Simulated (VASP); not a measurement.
A run of VASP 6.6.1:

File POSCAR:

```
LiH
1.0
    0.0000000000      2.0029948411      1.9929798669
    2.0029948411      0.0000000000      1.9929798669
    2.0029948411      2.0029948411      0.0000000000
Li H
1 1
Direct
    0.0000000000      0.0000000000      0.0000000000
    0.5000000000      0.5000000000      0.5000000000
```

The input INCAR.step1:

```
ALGO     = Normal         # electronic algorithm
EDIFF    = 1E-5           # SCF threshold, eV
ENCUT    = 520            # plane-wave cutoff, eV
GGA      = PE             # functional
ISIF     = 2              # what is computed and relaxed
ISMEAR   = 0              # smearing method
LASPH    = T              # aspherical terms in the spheres
LREAL    = F              # projectors in reciprocal space
LWAVE    = T              # write WAVECAR
NBANDS   = 9              # bands
NELM     = 60             # most SCF steps
PREC     = Accurate       # precision mode
SIGMA    = 0.01           # smearing width, eV
```

INCAR.step2

```
ALGO     = Normal         # electronic algorithm
EDIFF    = 1E-6           # SCF threshold, eV
ENCUT    = 520            # plane-wave cutoff, eV
GGA      = PE             # functional
HFSCREEN = 0.2079         # screening, 1/A
ISIF     = 2              # what is computed and relaxed
ISMEAR   = 0              # smearing method
ISTART   = 1            
LASPH    = T              # aspherical terms in the spheres
LCHARG   = T              # write CHGCAR
LELF     = T              # ELF
LHFCALC  = T              # exact exchange
LREAL    = F              # projectors in reciprocal space
LVHAR    = T            
LWAVE    = F              # write WAVECAR
NBANDS   = 9              # bands
NELM     = 60             # most SCF steps
PREC     = Accurate       # precision mode
PRECFOCK = Normal       
SIGMA    = 0.01           # smearing width, eV
```

File KPOINTS:

```
k-points
0
Gamma
  8 8 8
```

Potentials or basis: VASP PAW PBE potentials, release 64 (Li_sv, H).

Command:

```sh
$ cat potpaw_PBE.64/Li_sv/POTCAR potpaw_PBE.64/H/POTCAR > POTCAR
$ cp INCAR.step1 INCAR
$ mpirun -np 1 vasp_std > vasp.out
$ cp INCAR.step2 INCAR
$ mpirun -np 1 vasp_std > vasp.out
```

Hardware: 1 thread of Intel Xeon 8259CL, on a shared host.

**Question.** Estimate the wall time of this run.

**Answer.** Run time: 8 min on 1 thread of Intel Xeon 8259CL, on a shared host, peak memory 0.25 GiB. Counts: k points 59.
